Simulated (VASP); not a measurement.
# PtS4 in VASP: settings compared, part 2 of 2

VASP 6.6.1.

## 3. Relaxation of the atoms, PBEsol

Input file INCAR:

```
PREC     = Accurate       # precision mode
ENCUT    = 450            # plane-wave cutoff, eV
EDIFF    = 1E-7           # SCF threshold, eV
ISMEAR   = 0              # smearing method
SIGMA    = 0.05           # smearing width, eV
LREAL    = F              # projectors in reciprocal space
LASPH    = T              # aspherical terms in the spheres
NELM     = 120            # most SCF steps
ALGO     = Normal         # electronic algorithm
ISIF     = 2              # what is computed and relaxed
LWAVE    = F              # write WAVECAR
LCHARG   = F              # write CHGCAR
LDIPOL   = T            
IDIPOL   = 3            
DIPOL    = 0.5 0.5 0.500
GGA      = PS             # functional
IBRION   = 2              # ionic algorithm
NSW      = 80             # ionic steps
EDIFFG   = -0.02          # ionic threshold
GGA_COMPAT= F            
NELMIN   = 4            
NELMDL   = -8
```

Input file KPOINTS:

```
Automatic mesh
0
Gamma
  12 12 1
```

Input file POSCAR:

```
PtS4
1.0
    3.5713268724      0.0000000000      0.0000000000
   -1.7856634362      3.0928597967      0.0000000000
    0.0000000000      0.0000000000     22.1433901852
S Pt
4 1
Direct
    0.3333333333      0.6666666667      0.3387015239
    0.6666666667      0.3333333333      0.4459621717
    0.3333333333      0.6666666667      0.5540378283
    0.6666666667      0.3333333333      0.6612984761
    0.0000000000      0.0000000000      0.5000000000
```

Potentials or basis: VASP PAW PBE potentials, release 64 (S, Pt).

The run is started by

```sh
> cat potpaw_PBE.64/S/POTCAR potpaw_PBE.64/Pt/POTCAR > POTCAR
> mpirun -np 1 vasp_std > vasp.out
```

OUTCAR:

```text
PREC = Accurate
   ENCUT = 450
   EDIFF = 1E-7
   ISMEAR = 0
   LREAL = F
   LASPH = T
   NELM = 120
   ISIF = 2
   GGA = PS
   IBRION = 2
   NSW = 80
   EDIFFG = -0.02
   NELMIN = 4
   NELMDL = -8

 ion  position               nearest neighbor table
   1  0.333  0.667  0.339-
   2  0.667  0.333  0.446-   5 2.38   5 2.38   5 2.38
   3  0.333  0.667  0.554-   5 2.38   5 2.38   5 2.38
   4  0.667  0.333  0.661-
   5  0.000  0.000  0.500-   2 2.38   3 2.38   3 2.38   2 2.38   2 2.38   3 2.38

  LATTYP: Found a hexagonal cell.
 ALAT       =     3.5713268724
 C/A-ratio  =     6.2003258106

  Lattice vectors:
[... 386 lines left out ...]
  ext. energy  EPLUGINS =         0.00000000
  ---------------------------------------------------
  free energy    TOTEN  =       -22.04165238 eV

  energy without entropy =      -22.03617950  energy(sigma->0) =      -22.03891594

 E-fermi :  -1.4751     XC(G=0):  -4.4846

 val. band max:       -1.4941738362   @ k =   0.5000   0.0000   0.0000
 cond. band min:      -1.4673928853   @ k =   0.2500   0.2500   0.0000
 fundamental gap:      0.0267809509
 Fermi energy:        -1.4751323289

 k-point     1 :       0.0000    0.0000    0.0000
  band No.  band energies     occupation
      1     -17.3900      2.00000
      2     -16.4878      2.00000
      3     -13.2692      2.00000
      4     -12.2081      2.00000
      5      -7.4929      2.00000
      6      -7.4929      2.00000
[... 445 lines left out ...]
     20       1.2933      0.00000
     21       1.2933      0.00000

------------------------ aborting loop because EDIFF is reached ----------------------------------------

 vacuum level on the upper side and lower side of the slab       (xc-potential included)        -0.008        -0.008

  FORCE on cell =-STRESS in cart. coord.  units (eV):
  Direction    XX          YY          ZZ          XY          YZ          ZX
  --------------------------------------------------------------------------------------
  -------------------------------------------------------------------------------------
  Total       -5.2113348     -5.2113348     -0.0422076      0.0000000      0.0000000      0.0000000
  in kB      -34.1370200    -34.1370200     -0.2764825      0.0000000      0.0000000      0.0000000
  external PRESSURE =     -22.8501741 kB  Pullay stress =       0.0000000 kB
[... 20 lines left out ...]
  FREE ENERGIE OF THE ION-ELECTRON SYSTEM (eV)
  ---------------------------------------------------
  free  energy   TOTEN  =       -22.0416523756 eV

  energy  without entropy=      -22.0361795035  energy(sigma->0) =      -22.03891594

 reached required accuracy - stopping structural energy minimisation

 vacuum level on the upper side and lower side of the slab         4.541         4.541
```

OSZICAR:

```text
N       E                     dE             d eps       ncg     rms          rms(c)
DAV:   1     0.236013787444E+03    0.23601E+03   -0.11994E+04   798   0.113E+03
DAV:   2     0.233018182939E+01   -0.23368E+03   -0.22809E+03  1203   0.221E+02
DAV:   3    -0.223001757195E+02   -0.24630E+02   -0.23859E+02   986   0.808E+01
[... 185 lines left out ...]
DAV:   5    -0.220416618504E+02    0.10970E-04   -0.14235E-04   974   0.109E-01    0.206E-02
DAV:   6    -0.220416530671E+02    0.87833E-05   -0.21580E-05   873   0.423E-02    0.106E-02
DAV:   7    -0.220416524810E+02    0.58604E-06   -0.53072E-06  1000   0.123E-02    0.657E-03
DAV:   8    -0.220416523569E+02    0.12416E-06   -0.64883E-07   960   0.556E-03    0.280E-03
DAV:   9    -0.220416523756E+02   -0.18766E-07   -0.24059E-07   540   0.323E-03
  10 F= -.22041652E+02 E0= -.22038916E+02  d E =-.831003E-02
```

CONTCAR:

```text
PtS4
   1.00000000000000
     3.5713268723999998    0.0000000000000000    0.0000000000000000
    -1.7856634361999999    3.0928597967000000    0.0000000000000000
     0.0000000000000000    0.0000000000000000   22.1433901852000012
  S               Pt
     4     1
Direct
     0.3333333332999970    0.6666666667000030    0.3704181968560757
     0.6666666667000030    0.3333333332999970    0.4402577751866554
     0.3333333332999970    0.6666666667000030    0.5597422248133446
     0.6666666667000030    0.3333333332999970    0.6295818031439243
     0.0000000000000000    0.0000000000000000    0.5000000000000000

  0.00000000E+00  0.00000000E+00  0.00000000E+00
  0.00000000E+00  0.00000000E+00  0.00000000E+00
  0.00000000E+00  0.00000000E+00  0.00000000E+00
  0.00000000E+00  0.00000000E+00  0.00000000E+00
  0.00000000E+00  0.00000000E+00  0.00000000E+00
```

Run time: 27 min. Hardware: 1 thread of Oxide Virtual Turin-like, shared host; peak memory 0.36 GiB.

Results:

| Quantity | Value |
| --- | --- |
| Free energy | -22.0417 eV |
| Energy gained by relaxing | 232.9 meV/atom |
| Ionic steps | 10 |
| Largest force after relaxing | 0.014 eV/Å |
| Band gap on the k mesh | zero (bands 17 and 18 overlap by 0.45 eV) |

Forces in eV/Å, atoms in the order of the input:
```
S    0.000  0.000 -0.006
S    0.000  0.000  0.014
S    0.000  0.000 -0.014
S    0.000  0.000  0.006
Pt   0.000  0.000  0.000
```

Step by step:
```tsv
step	energy change (eV)	largest force (eV/Å)	pressure (GPa)
1	0.0000	0.7953	-3.19
2	-0.1027	0.8006	-3.79
3	-0.3533	1.0501	-5.27
4	-0.6438	0.8783	-6.13
5	-0.7252	1.2154	-5.51
6	-0.7351	1.3385	-5.17
7	-0.9309	1.0340	-4.62
8	-1.1560	0.1906	-2.65
9	-1.1625	0.0878	-2.46
10	-1.1643	0.0143	-2.29
```

Final structure:
```
S Pt
1.0
     3.57133    0.00000    0.00000
    -1.78566    3.09286    0.00000
     0.00000    0.00000   22.14339
S Pt
4 1
Direct
  0.33333 0.66667 0.37042
  0.66667 0.33333 0.44026
  0.33333 0.66667 0.55974
  0.66667 0.33333 0.62958
  0.00000 0.00000 0.50000
```

Caveat: the PAW data sets were made with another functional, which shifts forces and pressure a little; spin-orbit coupling is left out, which moves the levels of the heavy elements.

The gap in the log of VASP goes by the Fermi energy; the results here count the filled bands.